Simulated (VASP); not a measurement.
# BN (P6_3/mmc) in VASP: notebook

The runs below take BN through single point, with r2SCAN, PBEsol.

All numbers are computed with VASP 6.6.1; they aren't measurements. Logs are shortened: lines on timing, memory, paths and dates and some standing lists are left out, and cuts for length are marked.

## (1) The cell of the first run

It takes space group P6_3/mmc (No. 194, hexagonal). The conventional cell has a = 2.498 Å, b = 2.498 Å, c = 6.636 Å, α = 90.00°, β = 90.00°, γ = 120.00°. Within 1.9 Å of N (site symmetry -6m2) lie 3 B at 1.44 Å. Within 1.9 Å of B (site symmetry -6m2) lie 3 N at 1.44 Å.

## (2) Single point, r2SCAN

Contents of POSCAR:

```
BN
1.0
    2.4982400000      0.0000000000      0.0000000000
   -1.2491200000      2.1635393048      0.0000000000
    0.0000000000      0.0000000000      6.6357000000
N B
2 2
Direct
    0.6666666667      0.3333333333      0.2500000000
    0.3333333333      0.6666666667      0.7500000000
    0.6666666667      0.3333333333      0.7500000000
    0.3333333333      0.6666666667      0.2500000000
```

Contents of INCAR.step1:

```
ALGO = Normal
EDIFF = 1E-4
ENCUT = 520
GGA = PE
ISMEAR = -1
LASPH = True
LCHARG = False
LREAL = False
LWAVE = True
NBANDS = 16
NELM = 60
PREC = Accurate
SIGMA = 0.05
```

Contents of INCAR.step2:

```
ALGO = Normal
EDIFF = 1E-6
ENCUT = 520
ISIF = 2
ISMEAR = -1
ISTART = 1
LASPH = True
LCHARG = False
LMIXTAU = True
LREAL = False
LWAVE = False
METAGGA = R2SCAN
NBANDS = 16
NELM = 60
PREC = Accurate
SIGMA = 0.05
```

Contents of KPOINTS:

```
k-points
0
Gamma
  7 7 3
```

Potentials or basis: VASP PAW PBE potentials, release 64 (N, B).

On the command line:

```bash
cat potpaw_PBE.64/N/POTCAR potpaw_PBE.64/B/POTCAR > POTCAR
cp INCAR.step1 INCAR
mpirun -np 1 vasp_std > vasp.out
cp INCAR.step2 INCAR
mpirun -np 1 vasp_std > vasp.out
```

OUTCAR:

```text
EDIFF = 1E-6
   ENCUT = 520
   ISIF = 2
   ISMEAR = -1
   ISTART = 1
   LASPH = True
   LREAL = False
   METAGGA = R2SCAN
   NELM = 60
   PREC = Accurate

 ion  position               nearest neighbor table
   1  0.667  0.333  0.250-   4 1.44   4 1.44   4 1.44
   2  0.333  0.667  0.750-   3 1.44   3 1.44   3 1.44
   3  0.667  0.333  0.750-   2 1.44   2 1.44   2 1.44
   4  0.333  0.667  0.250-   1 1.44   1 1.44   1 1.44

  LATTYP: Found a hexagonal cell.
 ALAT       =     2.4982400000
 C/A-ratio  =     2.6561499296

  Lattice vectors:

 A1 = (   2.4982400000,   0.0000000000,   0.0000000000)
 A2 = (  -1.2491200000,   2.1635393048,   0.0000000000)
 A3 = (   0.0000000000,   0.0000000000,   6.6357000000)

Analysis of symmetry for initial positions (statically):
=====================================================================
 Subroutine PRICEL returns:
 Original cell was already a primitive cell.

 Routine SETGRP: Setting up the symmetry group for a
 hexagonal supercell.

 Subroutine GETGRP returns: Found 24 space group operations
 (whereof 12 operations were pure point group operations)
 out of a pool of 24 trial point group operations.

The static configuration has the point symmetry D_3d.
 The point group associated with its full space group is D_6h.

Analysis of symmetry for dynamics (positions and initial velocities):
=====================================================================
 Subroutine PRICEL returns:
 Original cell was already a primitive cell.

 Routine SETGRP: Setting up the symmetry group for a
 hexagonal supercell.

 Subroutine GETGRP returns: Found 24 space group operations
 (whereof 12 operations were pure point group operations)
 out of a pool of 24 trial point group operations.

The dynamic configuration has the point symmetry D_3d.
 The point group associated with its full space group is D_6h.

 Subroutine INISYM returns: Found 24 space group operations
 (whereof 12 operations are pure point group operations),
 and found     1 'primitive' translations

----------------------------------------------------------------------------------------

                                     Primitive cell

  volume of cell :      35.8662

  direct lattice vectors                    reciprocal lattice vectors
     2.498240000  0.000000000  0.000000000     0.400281798  0.231102804  0.000000000
    -1.249120000  2.163539305  0.000000000     0.000000000  0.462205608  0.000000000
     0.000000000  0.000000000  6.635700000     0.000000000  0.000000000  0.150700002

  length of vectors
     2.498240000  2.498240000  6.635700000     0.462205608  0.462205608  0.150700002

  position of ions in fractional coordinates (direct lattice)
     0.666666667  0.333333333  0.250000000
     0.333333333  0.666666667  0.750000000
     0.666666667  0.333333333  0.750000000
     0.333333333  0.666666667  0.250000000

  ion indices of the primitive-cell ions
   primitive index   ion index
                 1           1
                 2           2
                 3           3
                 4           4

----------------------------------------------------------------------------------------

 KPOINTS: k-points

Automatic generation of k-mesh.
 Grid dimensions read from file:
 generate k-points for:    7    7    3

 Generating k-lattice:

  Cartesian coordinates                     Fractional coordinates (reciprocal lattice)
     0.057183114  0.033014686  0.000000000     0.142857143 -0.000000000  0.000000000
     0.000000000  0.066029373  0.000000000     0.000000000  0.142857143  0.000000000
     0.000000000  0.000000000  0.050233334     0.000000000  0.000000000  0.333333333

  Length of vectors
     0.066029373  0.066029373  0.050233334

  Shift w.r.t. Gamma in fractional coordinates (k-lattice)
     0.000000000  0.000000000  0.000000000

 Subroutine IBZKPT returns following result:
 ===========================================

 Found     16 irreducible k-points:

 Following reciprocal coordinates:
            Coordinates               Weight
  0.000000  0.000000  0.000000      1.000000
  0.142857 -0.000000  0.000000      6.000000
  0.285714 -0.000000  0.000000      6.000000
  0.428571  0.000000  0.000000      6.000000
  0.142857  0.142857  0.000000      6.000000
  0.285714  0.142857  0.000000     12.000000
[... 8 lines left out ...]
  0.428571  0.142857  0.333333     12.000000
  0.285714  0.285714  0.333333     12.000000
   k-points           NKPTS =     16   k-points in BZ     NKDIM =     16   number of bands    NBANDS=     16
   number of dos      NEDOS =    301   number of ions     NIONS =      4
   total plane-waves  NPLWV =  20000
   dimension x,y,z NGX =    20 NGY =   20 NGZ =   50
   dimension x,y,z NGXF=    40 NGYF=   40 NGZF=  100
   ions per type =               2   2
   NGX,Y,Z   is equivalent  to a cutoff of  13.31, 13.31, 12.53 a.u.
   NGXF,Y,Z  is equivalent  to a cutoff of  26.62, 26.62, 25.05 a.u.
 SYSTEM =  unknown system
   PREC   = accura    normal or accurate (medium, high low for compatibility)
   ISTART =      1    job   : 0-new  1-cont  2-samecut
   ICHARG =      0    charge: 1-file 2-atom 10-const
   ISPIN  =      1    spin polarized calculation?
   LNONCOLLINEAR =      F non collinear calculations
   LSORBIT =      F    spin-orbit coupling
   LASPH  =      T    aspherical Exc in radial PAW
   ENCUT  =  520.0 eV  38.22 Ry    6.18 a.u.   4.65  4.65 12.34*2*pi/ulx,y,z
   NELM   =     60;   NELMIN=  2; NELMDL=  0     # of ELM steps
   EDIFF  = 0.1E-05   stopping-criterion for ELM
   LREAL  =      F    real-space projection
   EDIFFG = 0.1E-04   stopping-criterion for IOM
   NSW    =      0    number of steps for IOM
   IBRION =     -1    ionic relax: 0-MD 1-quasi-New 2-CG
   NFREE  =      0    steps in history (QN), initial steepest desc. (CG)
   ISIF   =      2    stress and relaxation
   ISYM   =      2    0-nonsym 1-usesym 2-fastsym
   POTIM  = 0.5000    time-step for ionic-motion
   TEBEG  =    0.0;   TEEND  =   0.0 temperature during run
   PSTRESS=    0.0 pullay stress
   NELECT =      16.0000    total number of electrons
   NUPDOWN=      -1.0000    fix difference up-down
   EMIN   =  10.00;   EMAX   =-10.00  energy-range for DOS
   EFERMI =   0.00;   METHOD = LEGACY
   ISMEAR =    -1;   SIGMA  =   0.05  broadening in eV -4-tet -1-fermi 0-gaus
   EFERMI_NEDOS =   21; number of points for ismear=-14 and -15
   IALGO  =     38    algorithm
   IMIX   =      4    mixing-type and parameters
     AMIX     =   0.40;   BMIX     =  1.00
     AMIX_MAG =   1.60;   BMIX_MAG =  1.00
  volume/ion in A,a.u.               =       8.97        60.51
  Fermi-wavevector in a.u.,A,eV,Ry     =   1.250891  2.363842 21.289433  1.564729
  Thomas-Fermi vector in A             =   2.384864
   LORBIT       =      0    0 simple, 1 ext, 2 COOP (PROOUT), +10 PAW based schemes
   METAGGA = R2SCAN    functional components
   LHFCALC =     F    Hartree Fock is set to
   AEXX    =    0.0000 exact exchange contribution
   IVDW    =     0    specifies the selected vdW correction
   LEPSILON=     F    determine dielectric tensor
   LRPA    =     F    only Hartree local field effects (RPA)
 non-spin polarized calculation
  energy-cutoff  :      520.00
  volume of cell :       35.87
 maximum number of plane-waves:       985
 NGX is ok and might be reduce to    20
   NGX =  9   NGY =  9   NGZ = 25

 number of electron      15.9999997 magnetization

 Free energy of the ion-electron system (eV)
  ---------------------------------------------------
  ext. energy  EPLUGINS =         0.00000000
  ---------------------------------------------------
  free energy    TOTEN  =       -38.59100392 eV

  energy without entropy =      -38.59100392  energy(sigma->0) =      -38.59100392

 E-fermi :   3.0726     XC(G=0): -10.7584

 val. band max:        2.0321833626   @ k =   0.2857   0.2857   0.0000
 cond. band min:       7.1604370555   @ k =   0.4286   0.1429   0.0000
 fundamental gap:      5.1282536929
 Fermi energy:         3.0726389424

 k-point     1 :       0.0000    0.0000    0.0000
  band No.  band energies     occupation
      1     -16.7870      2.00000
      2     -16.4952      2.00000
      3      -4.3628      2.00000
      4      -2.1714      2.00000
      5       0.7030      2.00000
      6       0.7030      2.00000
[... 8 lines left out ...]
     15      15.2392      0.00000
     16      16.4479      0.00000

 k-point     2 :       0.1429   -0.0000    0.0000
  band No.  band energies     occupation
      1     -16.3725      2.00000
      2     -16.0940      2.00000
      3      -3.7928      2.00000
      4      -1.6597      2.00000
      5      -0.8908      2.00000
      6      -0.8527      2.00000
[... 8 lines left out ...]
     15      16.2915      0.00000
     16      16.5496      0.00000

 k-point     3 :       0.2857   -0.0000    0.0000
  band No.  band energies     occupation
      1     -15.2132      2.00000
      2     -14.9788      2.00000
      3      -4.1014      2.00000
      4      -4.0281      2.00000
      5      -2.1609      2.00000
      6      -1.3118      2.00000
[... 8 lines left out ...]
     15      18.6745      0.00000
     16      20.3254      0.00000

 k-point     4 :       0.4286    0.0000    0.0000
  band No.  band energies     occupation
      1     -13.7870      2.00000
      2     -13.6564      2.00000
      3      -6.7906      2.00000
      4      -6.7085      2.00000
      5      -2.1409      2.00000
      6      -2.0738      2.00000
[... 8 lines left out ...]
     15      18.2362      0.00000
     16      22.0762      0.00000
[... 172 lines left out ...]
 k-point    14 :       0.2857    0.1429    0.3333
  band No.  band energies     occupation
      1     -14.1770      2.00000
      2     -14.0860      2.00000
      3      -5.5296      2.00000
      4      -5.4949      2.00000
      5      -2.8349      2.00000
      6      -2.7994      2.00000
[... 8 lines left out ...]
     15      18.6130      0.00000
     16      19.8939      0.00000

 k-point    15 :       0.4286    0.1429    0.3333
  band No.  band energies     occupation
      1     -13.2679      2.00000
      2     -13.2347      2.00000
      3      -6.9779      2.00000
      4      -6.9392      2.00000
      5      -3.3310      2.00000
      6      -3.2917      2.00000
[... 8 lines left out ...]
     15      18.3602      0.00000
     16      20.8212      0.00000

 k-point    16 :       0.2857    0.2857    0.3333
  band No.  band energies     occupation
      1     -13.1002      2.00000
      2     -13.0608      2.00000
      3      -6.2469      2.00000
      4      -6.2055      2.00000
      5      -4.8127      2.00000
      6      -4.7925      2.00000
[... 8 lines left out ...]
     15      19.3909      0.00000
     16      19.5714      0.00000

------------------------ aborting loop because EDIFF is reached ----------------------------------------

  FORCE on cell =-STRESS in cart. coord.  units (eV):
  Direction    XX          YY          ZZ          XY          YZ          ZX
  --------------------------------------------------------------------------------------
  -------------------------------------------------------------------------------------
  Total        0.4354423      0.4354423      0.1528557      0.0000000      0.0000000      0.0000000
  in kB       19.4516058     19.4516058      6.8282065      0.0000000      0.0000000      0.0000000
  external PRESSURE =      15.2438060 kB  Pullay stress =       0.0000000 kB

 VOLUME and BASIS-vectors are now :
 -----------------------------------------------------------------------------
  energy-cutoff  :      520.00
  volume of cell :       35.87
      direct lattice vectors                 reciprocal lattice vectors
     2.498240000  0.000000000  0.000000000     0.400281798  0.231102804  0.000000000
    -1.249120000  2.163539305  0.000000000     0.000000000  0.462205608  0.000000000
     0.000000000  0.000000000  6.635700000     0.000000000  0.000000000  0.150700002

 POSITION                                       TOTAL-FORCE (eV/Angst)
 -----------------------------------------------------------------------------------
      1.24912      0.72118      1.65892        -0.000000      0.000000      0.000000
     -0.00000      1.44236      4.97677         0.000000      0.000000      0.000000
      1.24912      0.72118      4.97677         0.000000     -0.000000      0.000000
     -0.00000      1.44236      1.65892        -0.000000      0.000000      0.000000
 -----------------------------------------------------------------------------------
    total drift:                                0.000000     -0.000000      0.000000

  FREE ENERGIE OF THE ION-ELECTRON SYSTEM (eV)
  ---------------------------------------------------
  free  energy   TOTEN  =       -38.5910039162 eV

  energy  without entropy=      -38.5910039161  energy(sigma->0) =      -38.59100392
```

Run time: 40 s. Hardware: 1 thread of Intel Xeon Platinum 8488C (Sapphire Rapids), shared host; peak memory 0.15 GiB.

What came out:

- Free energy: -38.5910 eV
- Pressure: 1.5 GPa
- Band gap on the k mesh: 5.13 eV, indirect (least direct gap 5.34 eV)

Caveat: the PAW data sets were made with another functional, which shifts forces and pressure a little. A k mesh can miss the band edges.

## (3) Single point, PBEsol

Contents of INCAR:

```
SYSTEM = BN
ALGO = Normal
EDIFF = 1E-6
ENCUT = 520
GGA = PS
ISIF = 2
ISMEAR = -1
LASPH = .TRUE.
LCHARG = .FALSE.
LREAL = .FALSE.
LWAVE = .FALSE.
NBANDS = 16
NELM = 60
PREC = Accurate
SIGMA = 0.05
```

Contents of KPOINTS:

```
k-points
0
G
  12 12 4
  0 0 0
```

POSCAR is that of step 2.

Potentials or basis: VASP PAW PBE potentials, release 64 (N, B).

On the command line:

```bash
cat potpaw_PBE.64/N/POTCAR potpaw_PBE.64/B/POTCAR > POTCAR
mpirun -np 1 vasp_std > vasp.out
```

It took 49 s on 1 thread of AMD EPYC, shared host; peak memory 0.13 GiB.

The run converged. Its results:

* Free energy: -36.5629 eV
* Pressure: 2.5 GPa
* Band gap on the k mesh: 4.18 eV, indirect (least direct gap 4.60 eV)

Stress tensor (GPa, compression positive):
```
3.29 0.00 0.00
0.00 3.29 0.00
0.00 0.00 0.80
```

Levels at points of the mesh, in eV from the valence-band top:
```csv
k point,band 4,band 5,band 6,band 7,band 8,band 9,band 10,band 11,band 12,band 13
"(0.00, 0.00, 0.00)",-4.15,-1.30,-1.30,-1.26,-1.26,5.06,10.21,11.56,11.56,11.69
"(0.50, 0.00, 0.00)",-8.88,-4.14,-4.08,-1.47,-0.44,4.18,5.61,9.51,9.97,12.50
"(0.00, 0.00, 0.50)",-5.37,-1.28,-1.28,-1.28,-1.28,7.48,7.48,11.63,11.63,11.63
"(0.50, 0.00, 0.50)",-8.92,-4.11,-4.11,-0.93,-0.93,4.66,4.66,9.93,9.93,13.41
```

Caveat: the PAW data sets were made with another functional, which shifts forces and pressure a little; this functional lacks dispersion, which binds the layers, so the pressure and a relaxed spacing across them are unreliable. A hybrid or GW would open this gap; PBEsol tends to underestimate it.

(Continued in part 2 of 2.)
